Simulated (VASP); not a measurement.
A run of VASP 6.6.1:

Contents of INCAR:

```
PREC = Accurate
ENCUT = 520
EDIFF = 1E-6
ISMEAR = 0
SIGMA = 0.05
LREAL = False
LASPH = True
NELM = 100
ALGO = Normal
ISIF = 2
LWAVE = False
LCHARG = True
GGA = PE
LELF = True
LVHAR = True
NBANDS = 16
NELECT = 18.5
```

File KPOINTS:

```
regular mesh
0
Gamma
  8 8 8
```

File POSCAR:

```
CdSe
1.0
    0.0000000000      3.0702711986      3.0702711986
    3.0702711986      0.0000000000      3.0702711986
    3.0702711986      3.0702711986      0.0000000000
Cd Se
1 1
Direct
    0.0000000000      0.0000000000      0.0000000000
    0.7500000000      0.7500000000      0.7500000000
```

Potentials or basis: VASP PAW PBE potentials, release 64 (Cd, Se).

Run with:

```console
$ cat potpaw_PBE.64/Cd/POTCAR potpaw_PBE.64/Se/POTCAR > POTCAR
$ mpirun -np 1 vasp_std > vasp.out
```

Hardware: 1 thread of Intel(R) Xeon(R) Platinum 8259CL CPU @ 2.50GHz (Skylake/Cascade Lake) (shared host).

Problem. Estimate the wall time of this run.

Solution. Run time: 25 s on 1 thread of Intel(R) Xeon(R) Platinum 8259CL CPU @ 2.50GHz (Skylake/Cascade Lake), with other jobs on the host, peak memory 0.18 GiB. Counts: scf iterations 13, k points 29.
